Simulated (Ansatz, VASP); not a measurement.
# CoSi3: VASP beside Ansatz

```xyz
4
Lattice="3.9181 0.0000 0.0000 0.0000 3.9181 0.0000 0.0000 0.0000 3.9181" Properties=species:S:1:pos:R:3 pbc="T T T"
Si    0.0000    1.9591    1.9591
Si    1.9591    0.0000    1.9591
Si    1.9591    1.9591    0.0000
Co    0.0000    0.0000    0.0000
```

Alike in both runs: task single point; functional PBE; k mesh 12 × 12 × 12; occupations gaussian, width 0.1 eV; collinear spin.

|  | VASP | Ansatz |
| --- | --- | --- |
| version | VASP 6.6.1 | Ansatz 0.2.0 |
| potentials or method | VASP PAW PBE potentials, release 64 (Si, Co), cutoff 520 eV | scalar-relativistic, plane waves, PAW |
| valence electrons in the cell | 21 | 29 |

|  | VASP | Ansatz | Ansatz less VASP |
| --- | --- | --- | --- |
| gap on the k mesh at the Fermi level (eV) | none | none | - |
| pressure (GPa) | -14.7 | -14.7 | +0.03 |
| net moment per atom (μB) | 0.18 | 0.19 | +0.012 |
| size of the moment on the site where the two differ most (μB) | 0.77 | 0.83 | +0.058 |

Site moments also hang on the region over which each program counts them. A gap of «none» marks a metal or a gap that the smearing closes. The functional is the same, so the differences come from potentials, cutoffs and numerics. VASP's potentials hold 21 valence electrons a cell and Ansatz's 29, so a difference there can come from the potentials and not from the codes.
